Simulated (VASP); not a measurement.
A run of VASP 6.6.1 is set up as follows.

File INCAR:

```
SYSTEM = Si4O7
ALGO     = Normal         ! electronic algorithm
EDIFF    = 1E-7           ! SCF threshold, eV
ENCUT    = 520            ! plane-wave cutoff, eV
GGA      = CA             ! functional
ISIF     = 2              ! what is computed and relaxed
ISMEAR   = 0              ! smearing method
LASPH    = .TRUE.         ! aspherical terms in the spheres
LCHARG   = .TRUE.         ! write CHGCAR
LELF     = .TRUE.         ! ELF
LREAL    = .FALSE.        ! projectors in reciprocal space
LVHAR    = .TRUE.       
LWAVE    = .FALSE.        ! write WAVECAR
NBANDS   = 40             ! bands
NELM     = 80             ! most SCF steps
PREC     = Accurate       ! precision mode
SIGMA    = 0.05           ! smearing width, eV
```

File KPOINTS:

```
k-points
0
G
  6 6 6
  0 0 0
```

File POSCAR:

```
Si4O7
1.0
    0.0000000000      4.1548619959     -2.6614337333
    0.0000000000     -4.1548619959     -2.6614337333
   -4.1548619959      0.0000000000      2.6614337333
Si O
4 7
Direct
    0.2500000000      0.7500000000      0.5000000000
    0.7500000000      0.2500000000      0.5000000000
    0.0000000000      0.0000000000      1.0000000000
    0.5000000000      0.5000000000      1.0000000000
    1.0000000000      0.3055647994      0.3055647994
    0.5555647994      0.7500000000      0.8055647994
    0.0555647994      0.2500000000      0.8055647994
    0.0000000000      0.6944352006      0.6944352006
    0.4149061050      0.1944352006      0.6093413056
    0.9444352006      0.7500000000      0.1944352006
    0.4444352006      0.2500000000      0.1944352006
```

Potentials or basis: VASP PAW LDA potentials, release 64 (Si, O).

Launch:

```sh
$ cat potpaw_LDA.64/Si/POTCAR potpaw_LDA.64/O/POTCAR > POTCAR
$ mpirun -np 1 vasp_std > vasp.out
```

Question: What does it give for the band gap on the k mesh?

Answer: 1.95 eV.

Question: Estimate the largest force.

Answer: 6.110 eV/Å.

Question: What does it give for the pressure?

Answer: 0.3 GPa.

Forces on the atoms (eV/Å):
```
Si   0.719 -0.148 -1.626
Si   0.719 -0.148  1.626
Si  -0.257 -0.080  0.000
Si   0.511 -0.103  0.000
O    0.372 -0.136  0.000
O   -0.224 -1.348 -1.046
O   -0.224 -1.348  1.046
O   -0.155 -0.086  0.000
O   -5.014  3.492  0.000
O    1.777 -0.047  1.412
O    1.777 -0.047 -1.412
```

Caveat: the cell differs from its parent crystal (atom 9 moved 0.000 of the way to it and -0.500 Å across, host rigid).
